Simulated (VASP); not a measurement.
Write the native input for VASP 6.6.1 that does the following.

| Item | Value |
| --- | --- |
| Task | single point |
| Functional | r2SCAN |
| Potentials or basis | VASP PAW PBE potentials, release 64 (B, P) |
| Cutoff | 520 eV |
| k mesh | 4 × 4 × 4 |
| Occupations | fermi-dirac, width 0.02 eV |
| Spin | no spin polarisation |
| Dipole correction | no |
| Further INCAR settings | ALGO = Normal; EDIFF = 1e-07; NBANDS = 11 |

The system is BP.

```
CELL_PARAMETERS angstrom
2.70805 0.00000 0.00000
0.00000 2.70805 0.00000
0.00000 0.00000 2.70805
ATOMIC_POSITIONS crystal
B 0.00000 0.00000 0.00000
P 0.50000 0.50000 0.50000
```

These files were run (other wordings do the same):

POSCAR

```
BP
1.0
    2.7080526412      0.0000000000      0.0000000000
    0.0000000000      2.7080526412      0.0000000000
    0.0000000000      0.0000000000      2.7080526412
B P
1 1
Direct
    0.0000000000      0.0000000000      0.0000000000
    0.5000000000      0.5000000000      0.5000000000
```

INCAR.step1

```
  PREC = Accurate
  ENCUT = 520
  ISMEAR = -1
  SIGMA = 0.02
  LREAL = False
  LASPH = True
  NELM = 100
  NBANDS = 11
  GGA = PE
  ALGO = Normal
  EDIFF = 1E-4
  LWAVE = True
  LCHARG = False
```

INCAR.step2

```
  PREC = Accurate
  ENCUT = 520
  EDIFF = 1E-7
  ISMEAR = -1
  SIGMA = 0.02
  LREAL = False
  LASPH = True
  NELM = 100
  ALGO = Normal
  ISIF = 2
  LWAVE = False
  LCHARG = False
  METAGGA = R2SCAN
  LMIXTAU = True
  NBANDS = 11
  ISTART = 1
```

KPOINTS

```
Automatic mesh
0
Gamma
  4 4 4
```

Potentials or basis: VASP PAW PBE potentials, release 64 (B, P).

Launch:

```sh
$ cat potpaw_PBE.64/B/POTCAR potpaw_PBE.64/P/POTCAR > POTCAR
$ cp INCAR.step1 INCAR
$ mpirun -np 1 vasp_std > vasp.out
$ cp INCAR.step2 INCAR
$ mpirun -np 1 vasp_std > vasp.out
```

It gave:

* Pressure: -3.3 GPa
* Band gap on the k mesh: zero (band 4 reaches 13.47 eV, above the bottom of band 5 at 6.99 eV)

Caveat: the k points lie up to 0.58 Å⁻¹ apart; the PAW data sets were made with another functional, which shifts forces and pressure a little.

Run time: 15 s on 1 thread of AMD EPYC 7R13, on a shared host, peak memory 0.09 GiB.
